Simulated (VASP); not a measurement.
A run of VASP 6.6.1 is set up as follows.

The input INCAR:

```
SYSTEM = Ru
  ALGO = Normal
  EDIFF = 1E-6
  ENCUT = 600
  GGA = CA
  GGA_COMPAT = .False.
  ISIF = 2
  ISMEAR = 0
  LASPH = .True.
  LCHARG = .False.
  LREAL = .False.
  LWAVE = .False.
  NBANDS = 23
  NELM = 120
  PREC = Accurate
  SIGMA = 0.05
```

The input KPOINTS:

```
k-points
0
Gamma
  18 18 10
  0 0 0
```

The input POSCAR:

```
Ru
1.0
    2.6735333232      0.0000000000      0.0000000000
   -1.3367666616      2.3153477758      0.0000000000
    0.0000000000      0.0000000000      4.2272762510
Ru
2
Direct
    0.3333333333      0.6666666667      0.7500000000
    0.6666666667      0.3333333333      0.2500000000
```

Potentials or basis: VASP PAW LDA potentials, release 64 (Ru_sv).

Command:

```console
$ cat potpaw_LDA.64/Ru_sv/POTCAR > POTCAR
$ mpirun -np 1 vasp_std > vasp.out
```

(1) Estimate the pressure.

(2) What does it give for the band gap on the k mesh?

Results:

(1) 0.7 GPa.

(2) zero (band 16 reaches 17.30 eV, above the bottom of band 17 at 13.97 eV).
